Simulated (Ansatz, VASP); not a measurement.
**GaAs in VASP and in Ansatz**

The input INCAR:

```
PREC = Accurate ; ENCUT = 520
EDIFF = 1E-6 ; ISMEAR = 0
SIGMA = 0.05 ; LREAL = F
LASPH = T ; NELM = 60
ALGO = Normal ; ISIF = 2
LWAVE = F ; LCHARG = F
GGA = PS ; NBANDS = 16
```

The input KPOINTS:

```
regular mesh
0
Gamma
  12 12 12
```

The input POSCAR:

```
GaAs
1.0
    0.0000000000      2.5901305056      3.3671696573
    2.5901305056      0.0000000000      3.3671696573
    2.5901305056      2.5901305056      0.0000000000
Ga As
1 1
Direct
    0.0000000000      0.0000000000      0.0000000000
    0.7500000000      0.7500000000      0.7500000000
```

Input for Ansatz:

```yaml
crystal:
  lattice:
    - [0.0, 2.5901305056, 3.3671696573]
    - [2.5901305056, 0.0, 3.3671696573]
    - [2.5901305056, 2.5901305056, 0.0]
  atoms:
    - { symbol: Ga, position: [0.0, 0.0, 0.0] }
    - { symbol: As, position: [0.75, 0.75, 0.75] }
basis:
  ecutwfc: 420
kpoints:
  mp_grid: { grid: [12, 12, 12] }
hamiltonian:
  xc: pbesol
scf:
  occupations: { method: gaussian, width: 0.05 }
output:
  forces: true
  stress: true
  eigenvalues: true
```

Alike in both runs: task single point; functional PBEsol; k mesh 12 × 12 × 12; occupations gaussian, width 0.05 eV; no spin polarisation.

```csv
,VASP,Ansatz
version,VASP 6.6.1,Ansatz 0.2.0
potentials or method,"VASP PAW PBE potentials, release 64 (Ga_d, As), cutoff 520 eV","scalar-relativistic, plane waves, PAW"
valence electrons in the cell,18,28
```

|  | VASP | Ansatz | Ansatz less VASP |
| --- | --- | --- | --- |
| gap on the k mesh at the Fermi level (eV) | none | none | - |
| pressure (GPa) | 0.2 | 0.0 | -0.15 |
| traceless stress, the component that is largest in VASP (GPa) | -13.56 | -13.57 | -0.016 |

VASP's potentials were made for PBE, not for PBEsol. A gap of «none» marks a metal or a gap that the smearing closes. VASP's potentials hold 18 valence electrons a cell and Ansatz's 28, so a difference there can come from the potentials and not from the codes.
